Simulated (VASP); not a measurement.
Au, 1 atom in the cell. It takes space group Fm-3m (No. 225, cubic). The conventional cell has a = 4.030 Å, b = 4.030 Å, c = 4.030 Å, α = 90.00°, β = 90.00°, γ = 90.00°. Au (site symmetry m-3m) has 12 Au at 2.85 Å within 3.8 Å. 

```yaml
Program: VASP 6.6.1
Task: single point
Functional: PBE
Potentials_or_basis: VASP PAW PBE potentials, release 64 (Au)
Cutoff: 520 eV
k_mesh: 12 × 12 × 12
Occupations: fermi-dirac, width 0.06 eV
Spin: no spin polarisation
Dipole_correction: no
Further_INCAR_settings: ALGO = Normal; EDIFF = 1e-06; NBANDS = 12
```

Potentials or basis: VASP PAW PBE potentials, release 64 (Au).

Run with:

```bash
$ cat potpaw_PBE.64/Au/POTCAR > POTCAR
$ mpirun -np 1 vasp_std > vasp.out
```

Hardware: 1 thread of Intel(R) Xeon(R) 6975P-C (Granite Rapids), with other jobs on the host.

Question: Estimate the wall time of this run.

Answer: Wall time 5.5 s on 1 thread of Intel(R) Xeon(R) 6975P-C (Granite Rapids), on a shared host, peak memory 0.15 GiB. Counts: scf iterations 11, k points 72.
